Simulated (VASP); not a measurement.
# Ag2Pt (Fd-3m) in VASP: further runs

Ag2Pt is run at these levels: PBE; tasks: single point, relaxation of cell and atoms.

Program: VASP 6.6.1. These are calculated values, not measurements. Logs are shortened: lines on timing, memory, paths and dates and some standing lists are left out, and cuts for length are marked.

### Step 1. The cell of the first run

Symmetry: Fd-3m, No. 227, cubic system. The conventional cell has a = 7.500 Å, b = 7.500 Å, c = 7.500 Å, α = 90.00°, β = 90.00°, γ = 90.00°. Ag (site symmetry -3m) has 6 Ag at 2.65 Å and 6 Pt at 3.11 Å within 3.5 Å. Pt (site symmetry -43m) has 12 Ag at 3.11 Å and 4 Pt at 3.25 Å within 4.1 Å.

### Step 2. Single point, PBE

Input file INCAR:

```
  PREC = Accurate
  ENCUT = 520
  EDIFF = 1E-7
  ISMEAR = 0
  SIGMA = 0.1
  LREAL = False
  LASPH = True
  NELM = 100
  ALGO = Fast
  ISIF = 2
  LWAVE = False
  LCHARG = True
  GGA = PE
  LELF = True
  LVHAR = True
  NBANDS = 41
```

Input file KPOINTS:

```
Automatic mesh
0
Gamma
  4 4 4
```

Input file POSCAR:

```
Ag2Pt
1.0
    0.0000000000      3.7500875657      3.7500875657
    3.7500875657      0.0000000000      3.7500875657
    3.7500875657      3.7500875657      0.0000000000
Ag Pt
4 2
Direct
    0.6250000000      0.6250000000      0.6250000000
    0.1250000000      0.6250000000      0.6250000000
    0.6250000000      0.6250000000      0.1250000000
    0.6250000000      0.1250000000      0.6250000000
    0.0000000000      0.0000000000      0.0000000000
    0.2500000000      0.2500000000      0.2500000000
```

Potentials or basis: VASP PAW PBE potentials, release 64 (Ag, Pt).

Command:

```
> cat potpaw_PBE.64/Ag/POTCAR potpaw_PBE.64/Pt/POTCAR > POTCAR
> mpirun -np 1 vasp_std > vasp.out
```

OUTCAR:

```text
PREC = Accurate
   ENCUT = 520
   EDIFF = 1E-7
   ISMEAR = 0
   LREAL = False
   LASPH = True
   NELM = 100
   ISIF = 2
   GGA = PE

 ion  position               nearest neighbor table
   1  0.625  0.625  0.625-   2 2.65   3 2.65   4 2.65   3 2.65   4 2.65   2 2.65   6 3.11   5 3.11
                             6 3.11   5 3.11   6 3.11   5 3.11
   2  0.125  0.625  0.625-   1 2.65   3 2.65   4 2.65   1 2.65   3 2.65   4 2.65   5 3.11   6 3.11
                             6 3.11   6 3.11   5 3.11   5 3.11
   3  0.625  0.625  0.125-   1 2.65   1 2.65   2 2.65   4 2.65   4 2.65   2 2.65   6 3.11   5 3.11
                             6 3.11   5 3.11   6 3.11   5 3.11
   4  0.625  0.125  0.625-   1 2.65   3 2.65   1 2.65   2 2.65   3 2.65   2 2.65   6 3.11   5 3.11
                             6 3.11   6 3.11   5 3.11   5 3.11
   5  0.000  0.000  0.000-   4 3.11   2 3.11   1 3.11   3 3.11   3 3.11   3 3.11   1 3.11   2 3.11
                             4 3.11   2 3.11   1 3.11   4 3.11   6 3.25   6 3.25   6 3.25   6 3.25
   6  0.250  0.250  0.250-   3 3.11   1 3.11   2 3.11   4 3.11   2 3.11   4 3.11   1 3.11   4 3.11
                             3 3.11   1 3.11   3 3.11   2 3.11   5 3.25   5 3.25   5 3.25   5 3.25

  LATTYP: Found a face centered cubic cell.
 ALAT       =     7.5001751314

  Lattice vectors:

 A1 = (   0.0000000000,   3.7500875657,   3.7500875657)
 A2 = (   3.7500875657,   0.0000000000,   3.7500875657)
 A3 = (   3.7500875657,   3.7500875657,   0.0000000000)

Analysis of symmetry for initial positions (statically):
=====================================================================
 Subroutine PRICEL returns:
 Original cell was already a primitive cell.

 Routine SETGRP: Setting up the symmetry group for a
 face centered cubic supercell.

 Subroutine GETGRP returns: Found 48 space group operations
 (whereof 24 operations were pure point group operations)
 out of a pool of 48 trial point group operations.

The static configuration has the point symmetry T_d .
 The point group associated with its full space group is O_h .

Analysis of symmetry for dynamics (positions and initial velocities):
=====================================================================
 Subroutine PRICEL returns:
 Original cell was already a primitive cell.

 Routine SETGRP: Setting up the symmetry group for a
 face centered cubic supercell.

 Subroutine GETGRP returns: Found 48 space group operations
 (whereof 24 operations were pure point group operations)
 out of a pool of 48 trial point group operations.

The dynamic configuration has the point symmetry T_d .
 The point group associated with its full space group is O_h .

 Subroutine INISYM returns: Found 48 space group operations
 (whereof 24 operations are pure point group operations),
 and found     1 'primitive' translations

----------------------------------------------------------------------------------------

                                     Primitive cell

  volume of cell :     105.4761

  direct lattice vectors                    reciprocal lattice vectors
     0.000000000  3.750087566  3.750087566    -0.133330220  0.133330220  0.133330220
     3.750087566  0.000000000  3.750087566     0.133330220 -0.133330220  0.133330220
     3.750087566  3.750087566  0.000000000     0.133330220  0.133330220 -0.133330220

  length of vectors
     5.303424695  5.303424695  5.303424695     0.230934715  0.230934715  0.230934715

  position of ions in fractional coordinates (direct lattice)
     0.625000000  0.625000000  0.625000000
     0.125000000  0.625000000  0.625000000
     0.625000000  0.625000000  0.125000000
     0.625000000  0.125000000  0.625000000
     0.000000000  0.000000000  0.000000000
     0.250000000  0.250000000  0.250000000

  ion indices of the primitive-cell ions
   primitive index   ion index
                 1           1
                 2           2
                 3           3
                 4           4
                 5           5
                 6           6

----------------------------------------------------------------------------------------

 KPOINTS: Automatic mesh

Automatic generation of k-mesh.
 Grid dimensions read from file:
 generate k-points for:    4    4    4

 Generating k-lattice:

  Cartesian coordinates                     Fractional coordinates (reciprocal lattice)
    -0.033332555  0.033332555  0.033332555     0.250000000  0.000000000  0.000000000
     0.033332555 -0.033332555  0.033332555     0.000000000  0.250000000  0.000000000
     0.033332555  0.033332555 -0.033332555     0.000000000  0.000000000  0.250000000

  Length of vectors
     0.057733679  0.057733679  0.057733679

  Shift w.r.t. Gamma in fractional coordinates (k-lattice)
     0.000000000  0.000000000  0.000000000

 Subroutine IBZKPT returns following result:
 ===========================================

 Found      8 irreducible k-points:

 Following reciprocal coordinates:
            Coordinates               Weight
  0.000000  0.000000  0.000000      1.000000
  0.250000  0.000000  0.000000      8.000000
  0.500000  0.000000  0.000000      4.000000
  0.250000  0.250000  0.000000      6.000000
  0.500000  0.250000  0.000000     24.000000
 -0.250000  0.250000  0.000000     12.000000
  0.500000  0.500000  0.000000      3.000000
 -0.250000  0.500000  0.250000      6.000000
   k-points           NKPTS =      8   k-points in BZ     NKDIM =      8   number of bands    NBANDS=     41
   number of dos      NEDOS =    301   number of ions     NIONS =      6
   total plane-waves  NPLWV =  64000
   dimension x,y,z NGX =    40 NGY =   40 NGZ =   40
   dimension x,y,z NGXF=    80 NGYF=   80 NGZF=   80
   ions per type =               4   2
   NGX,Y,Z   is equivalent  to a cutoff of  12.54, 12.54, 12.54 a.u.
   NGXF,Y,Z  is equivalent  to a cutoff of  25.08, 25.08, 25.08 a.u.
 SYSTEM =  unknown system
   PREC   = accura    normal or accurate (medium, high low for compatibility)
   ISTART =      0    job   : 0-new  1-cont  2-samecut
   ICHARG =      2    charge: 1-file 2-atom 10-const
   ISPIN  =      1    spin polarized calculation?
   LNONCOLLINEAR =      F non collinear calculations
   LSORBIT =      F    spin-orbit coupling
   LASPH  =      T    aspherical Exc in radial PAW
   ENCUT  =  520.0 eV  38.22 Ry    6.18 a.u.   9.86  9.86  9.86*2*pi/ulx,y,z
   NELM   =    100;   NELMIN=  2; NELMDL= -5     # of ELM steps
   EDIFF  = 0.1E-06   stopping-criterion for ELM
   LREAL  =      F    real-space projection
   EDIFFG = 0.1E-05   stopping-criterion for IOM
   NSW    =      0    number of steps for IOM
   IBRION =     -1    ionic relax: 0-MD 1-quasi-New 2-CG
   NFREE  =      0    steps in history (QN), initial steepest desc. (CG)
   ISIF   =      2    stress and relaxation
   ISYM   =      2    0-nonsym 1-usesym 2-fastsym
   POTIM  = 0.5000    time-step for ionic-motion
   TEBEG  =    0.0;   TEEND  =   0.0 temperature during run
   PSTRESS=    0.0 pullay stress
   NELECT =      64.0000    total number of electrons
   NUPDOWN=      -1.0000    fix difference up-down
   EMIN   =  10.00;   EMAX   =-10.00  energy-range for DOS
   EFERMI =   0.00;   METHOD = LEGACY
   ISMEAR =     0;   SIGMA  =   0.10  broadening in eV -4-tet -1-fermi 0-gaus
   EFERMI_NEDOS =   21; number of points for ismear=-14 and -15
   IALGO  =     68    algorithm
   IMIX   =      4    mixing-type and parameters
     AMIX     =   0.40;   BMIX     =  1.00
     AMIX_MAG =   1.60;   BMIX_MAG =  1.00
  volume/ion in A,a.u.               =      17.58       118.63
  Fermi-wavevector in a.u.,A,eV,Ry     =   1.385958  2.619081 26.135155  1.920880
  Thomas-Fermi vector in A             =   2.510319
   LORBIT       =      0    0 simple, 1 ext, 2 COOP (PROOUT), +10 PAW based schemes
   GGA     = PE    functional components
   LHFCALC =     F    Hartree Fock is set to
   AEXX    =    0.0000 exact exchange contribution
   IVDW    =     0    specifies the selected vdW correction
   LEPSILON=     F    determine dielectric tensor
   LRPA    =     F    only Hartree local field effects (RPA)
 non-spin polarized calculation
 RMM-DIIS sequential band-by-band and
 Gauss-broadening in eV      SIGMA  =   0.10
  energy-cutoff  :      520.00
  volume of cell :      105.48
 maximum number of plane-waves:      2874
   NGX = 19   NGY = 19   NGZ = 19

 number of electron      63.9999984 magnetization

 Free energy of the ion-electron system (eV)
  ---------------------------------------------------
  ext. energy  EPLUGINS =         0.00000000
  ---------------------------------------------------
  free energy    TOTEN  =       -21.11949110 eV

  energy without entropy =      -21.11014206  energy(sigma->0) =      -21.11481658

 E-fermi :   7.9264     XC(G=0): -12.1904

 val. band max:        7.7627396170   @ k =  -0.2500   0.2500   0.0000
 cond. band min:       7.9718484254   @ k =  -0.2500   0.2500   0.0000
 fundamental gap:      0.2091088085
 Fermi energy:         7.9263888385

 k-point     1 :       0.0000    0.0000    0.0000
  band No.  band energies     occupation
      1      -0.0788      2.00000
      2       0.9239      2.00000
      3       1.6880      2.00000
      4       1.6880      2.00000
      5       1.6880      2.00000
      6       2.3516      2.00000
[... 33 lines left out ...]
     40      13.7970      0.00000
     41      15.4496      0.00000

 k-point     2 :       0.2500    0.0000    0.0000
  band No.  band energies     occupation
      1       0.3732      2.00000
      2       1.3422      2.00000
      3       1.7942      2.00000
      4       1.9143      2.00000
      5       1.9143      2.00000
      6       2.5143      2.00000
[... 33 lines left out ...]
     40      15.0144      0.00000
     41      15.0144      0.00000

 k-point     3 :       0.5000    0.0000    0.0000
  band No.  band energies     occupation
      1       0.8731      2.00000
      2       1.9804      2.00000
      3       2.1260      2.00000
      4       2.1260      2.00000
      5       2.3383      2.00000
      6       2.4530      2.00000
[... 33 lines left out ...]
     40      17.1321      0.00000
     41      17.2518      0.00000

 k-point     4 :       0.2500    0.2500    0.0000
  band No.  band energies     occupation
      1       0.5477      2.00000
      2       1.4900      2.00000
      3       1.7904      2.00000
      4       2.0320      2.00000
      5       2.0320      2.00000
      6       2.4196      2.00000
[... 33 lines left out ...]
     40      15.9726      0.00000
     41      16.1965      0.00000

 k-point     5 :       0.5000    0.2500    0.0000
  band No.  band energies     occupation
      1       1.1977      2.00000
      2       2.0269      2.00000
      3       2.1150      2.00000
      4       2.3992      2.00000
      5       2.4003      2.00000
      6       2.5056      2.00000
[... 33 lines left out ...]
     40      16.5585      0.00000
     41      17.3086      0.00000

 k-point     6 :      -0.2500    0.2500    0.0000
  band No.  band energies     occupation
      1       0.9478      2.00000
      2       1.9143      2.00000
      3       1.9895      2.00000
      4       2.1460      2.00000
      5       2.3304      2.00000
      6       2.4953      2.00000
[... 33 lines left out ...]
     40      16.0501      0.00000
     41      16.3363      0.00000

 k-point     7 :       0.5000    0.5000    0.0000
  band No.  band energies     occupation
      1       1.7141      2.00000
      2       1.7141      2.00000
      3       2.4697      2.00000
      4       2.4697      2.00000
      5       2.5915      2.00000
      6       2.5915      2.00000
[... 33 lines left out ...]
     40      17.7373      0.00000
     41      18.2469      0.00000

 k-point     8 :      -0.2500    0.5000    0.2500
  band No.  band energies     occupation
      1       1.8621      2.00000
      2       1.8621      2.00000
      3       2.2438      2.00000
      4       2.2438      2.00000
      5       2.5694      2.00000
      6       2.5694      2.00000
[... 33 lines left out ...]
     40      17.5005      0.00000
     41      18.4303      0.00000

------------------------ aborting loop because EDIFF is reached ----------------------------------------

  FORCE on cell =-STRESS in cart. coord.  units (eV):
  Direction    XX          YY          ZZ          XY          YZ          ZX
  --------------------------------------------------------------------------------------
  -------------------------------------------------------------------------------------
  Total       -0.3384928     -0.3384928     -0.3384928      0.0000000     -0.0000000      0.0000000
  in kB       -5.1416895     -5.1416895     -5.1416895      0.0000000     -0.0000000      0.0000000
  external PRESSURE =      -5.1416895 kB  Pullay stress =       0.0000000 kB

 VOLUME and BASIS-vectors are now :
 -----------------------------------------------------------------------------
  energy-cutoff  :      520.00
  volume of cell :      105.48
      direct lattice vectors                 reciprocal lattice vectors
     0.000000000  3.750087566  3.750087566    -0.133330220  0.133330220  0.133330220
     3.750087566  0.000000000  3.750087566     0.133330220 -0.133330220  0.133330220
     3.750087566  3.750087566  0.000000000     0.133330220  0.133330220 -0.133330220

 POSITION                                       TOTAL-FORCE (eV/Angst)
 -----------------------------------------------------------------------------------
      4.68761      4.68761      4.68761        -0.000000     -0.000000     -0.000000
      4.68761      2.81257      2.81257        -0.000000     -0.000000     -0.000000
      2.81257      2.81257      4.68761        -0.000000     -0.000000     -0.000000
      2.81257      4.68761      2.81257        -0.000000     -0.000000     -0.000000
      0.00000      0.00000      0.00000        -0.000000     -0.000000     -0.000000
      1.87504      1.87504      1.87504         0.000000      0.000000      0.000000
 -----------------------------------------------------------------------------------
    total drift:                                0.000000      0.000000      0.000000

  FREE ENERGIE OF THE ION-ELECTRON SYSTEM (eV)
  ---------------------------------------------------
  free  energy   TOTEN  =       -21.1194911028 eV

  energy  without entropy=      -21.1101420571  energy(sigma->0) =      -21.11481658
```

Wall time 84 s (1 thread of Intel Xeon 8259CL, shared host); peak memory 0.25 GiB.

What came out:

| Property | Result |
| --- | --- |
| Free energy | -21.1195 eV |
| Pressure | -0.5 GPa |
| Band gap on the k mesh | zero (bands 32 and 33 overlap by 1.29 eV) |

Caveat: the k points lie up to 0.36 Å⁻¹ apart, too coarse for converged energies and pressures of a metal; spin-orbit coupling is left out, which moves the levels of the heavy elements.

[end of part 1 of 2]

The gap in the log of VASP goes by the Fermi energy; the results here count the filled bands.